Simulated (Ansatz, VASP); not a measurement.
**Ta2C3: VASP beside Ansatz**

INCAR

```
PREC = Accurate
ENCUT = 600
EDIFF = 1E-6
ISMEAR = 0
SIGMA = 0.1
LREAL = F
LASPH = T
NELM = 60
ALGO = Normal
ISIF = 3
LWAVE = F
LCHARG = F
GGA = PE
IBRION = 2
NSW = 90
EDIFFG = -0.04
```

File KPOINTS:

```
Automatic mesh
0
Gamma
  6 6 4
```

Contents of POSCAR:

```
Ta2C3
1.0
    3.4394087595      0.0000000000      0.0000000000
   -1.7197043798      2.9786153597      0.0000000000
    0.0000000000      0.0000000000      5.3511613441
Ta C
2 3
Direct
    0.3333333333      0.6666666667      0.2450000000
    0.6666666667      0.3333333333      0.7550000000
    0.0000000000      0.0000000000      0.0000000000
    0.3333333333      0.6666666667      0.6450000000
    0.6666666667      0.3333333333      0.3550000000
```

Input for Ansatz:

```yaml
crystal:
  lattice:
    - [3.4394087595, 0.0, 0.0]
    - [-1.7197043798, 2.9786153597, 0.0]
    - [0.0, 0.0, 5.3511613441]
  atoms:
    - { symbol: Ta, position: [0.3333333333, 0.6666666667, 0.245] }
    - { symbol: Ta, position: [0.6666666667, 0.3333333333, 0.755] }
    - { symbol: C, position: [0.0, 0.0, 0.0] }
    - { symbol: C, position: [0.3333333333, 0.6666666667, 0.645] }
    - { symbol: C, position: [0.6666666667, 0.3333333333, 0.355] }
basis:
  ecutwfc: 420
kpoints:
  mp_grid: { grid: [6, 6, 4] }
hamiltonian:
  xc: pbe
scf:
  occupations: { method: gaussian, width: 0.1 }
  lower_state_search: "off"
output:
  forces: true
  stress: true
  eigenvalues: true
relax:
  adjacent_minimum: "off"
  f_tol: 0.04
  max_steps: 70
  cell: { stress_tol: 0.4 }
```

Alike in both runs: task relaxation of cell and atoms; functional PBE; k mesh 6 × 6 × 4; occupations gaussian, width 0.1 eV; no spin polarisation.

```csv
,VASP,Ansatz
version,VASP 6.6.1,Ansatz 0.2.0
potentials or method,"VASP PAW PBE potentials, release 64 (Ta_pv, C), cutoff 600 eV","scalar-relativistic, plane waves, PAW"
valence electrons in the cell,34,38
```

```tsv
	VASP	Ansatz	Ansatz less VASP
gap on the k mesh at the Fermi level, each at its own relaxed structure (eV)	none	none	-
relaxed volume (Å³/atom)	10.20	10.18	-0.021
relaxed length of the cell vector where the two differ most in proportion (Å)	3.016	3.011	-0.0047
```

A gap of «none» marks a metal or a gap that the smearing closes. VASP's potentials hold 34 valence electrons a cell and Ansatz's 38, so a difference there can come from the potentials and not from the codes.

Spin-orbit coupling is off throughout.
